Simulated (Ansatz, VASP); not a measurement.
## Two plane-wave programs on Re2SnO4

```xyz
7
Lattice="0.0000 3.7483 0.0000 3.7483 0.0000 0.0000 1.8741 1.8741 -7.4715" Properties=species:S:1:pos:R:3 pbc="T T T"
O     1.8741    1.8741   -5.1510
O     3.7483    3.7483   -2.3205
O     1.8741    0.0000    0.0000
O     0.0000    1.8741    0.0000
Re    1.8741    1.8741   -3.2851
Re    3.7483    3.7483   -4.1864
Sn    0.0000    0.0000    0.0000
```

Alike in both runs: functional PBE; k mesh 5 × 5 × 5; non-collinear spin, spin-orbit coupling.

Ansatz relaxed the structure, and its values are those at the end. VASP's run is a single point on that final structure, the one shown.

```csv
,VASP,Ansatz
version,VASP 6.6.1,Ansatz 0.2.0
potentials or method,"VASP PAW PBE potentials, release 64 (O, Re, Sn_d), cutoff 600 eV",PAW plane waves
occupations,"methfessel-paxton of order 1, width 0.1429 eV","cold, width 0.1429 eV"
valence electrons in the cell,52,68
```

|  | VASP | Ansatz | Ansatz less VASP |
| --- | --- | --- | --- |
| pressure (GPa) | 0.7 | 0.0 | -0.71 |
| rms of the force components (eV/Å) | 0.152 | 0.000 | -0.1514 |

VASP's potentials hold 52 valence electrons a cell and Ansatz's 68, so a difference there can come from the potentials and not from the codes.
